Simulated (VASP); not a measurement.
A run of VASP 6.6.1:

File INCAR:

```
SYSTEM = Mo
PREC = Accurate
ENCUT = 520
EDIFF = 1E-6
ISMEAR = 0
SIGMA = 0.15
LREAL = .False.
LASPH = .True.
NELM = 60
ALGO = Normal
ISIF = 2
LWAVE = .False.
LCHARG = .True.
GGA = PS
LELF = .True.
LVHAR = .True.
NBANDS = 13
```

KPOINTS

```
regular mesh
0
Gamma
  18 18 18
  0 0 0
```

Contents of POSCAR:

```
Mo
1.0
    2.6534450853      0.0000000000      0.0000000000
   -1.3267225426      2.2979508514      0.0000000000
    0.0000000000      0.0000000000      2.5935084105
Mo
1
Direct
    0.0000000000      0.0000000000      0.5000000000
```

Potentials or basis: VASP PAW PBE potentials, release 64 (Mo_sv).

Command:

```console
$ cat potpaw_PBE.64/Mo_sv/POTCAR > POTCAR
$ mpirun -np 1 vasp_std > vasp.out
```

Hardware: 1 thread of Intel(R) Xeon(R) 6975P-C (Granite Rapids), with other jobs on the host.

**Question.** How long does it take, and how much memory?

**Answer.** It took 20 s on 1 thread of Intel(R) Xeon(R) 6975P-C (Granite Rapids), on a shared host, peak memory 0.18 GiB. Counts: scf iterations 11, k points 370.
